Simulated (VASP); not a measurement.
A run of VASP 6.6.1 is set up as follows.

The input INCAR:

```
SYSTEM = ZnSe
ALGO     = Normal         ! electronic algorithm
EDIFF    = 1E-6           ! SCF threshold, eV
ENCUT    = 500            ! plane-wave cutoff, eV
GGA      = CA             ! functional
GGA_COMPAT= .False.      
ISIF     = 2              ! what is computed and relaxed
ISMEAR   = 0              ! smearing method
LASPH    = .True.         ! aspherical terms in the spheres
LCHARG   = .False.        ! write CHGCAR
LREAL    = .False.        ! projectors in reciprocal space
LWAVE    = .False.        ! write WAVECAR
NBANDS   = 16             ! bands
NELM     = 120            ! most SCF steps
PREC     = Accurate       ! precision mode
SIGMA    = 0.02           ! smearing width, eV
```

KPOINTS

```
k-points
0
Gamma
  8 8 8
  0 0 0
```

File POSCAR:

```
ZnSe
1.0
    0.0000000000      2.7836740482      2.7836740482
    2.7836740482      0.0000000000      2.7836740482
    2.7836740482      2.7836740482      0.0000000000
Zn Se
1 1
Direct
    0.0000000000      0.0000000000      0.0000000000
    0.2500000000      0.2500000000      0.2500000000
```

Potentials or basis: VASP PAW LDA potentials, release 64 (Zn, Se).

Launch:

```console
$ cat potpaw_LDA.64/Zn/POTCAR potpaw_LDA.64/Se/POTCAR > POTCAR
$ mpirun -np 1 vasp_std > vasp.out
```

Task: Estimate the pressure.

Result: 0.4 GPa.

Task: Estimate the band gap on the k mesh.

Result: 1.29 eV.
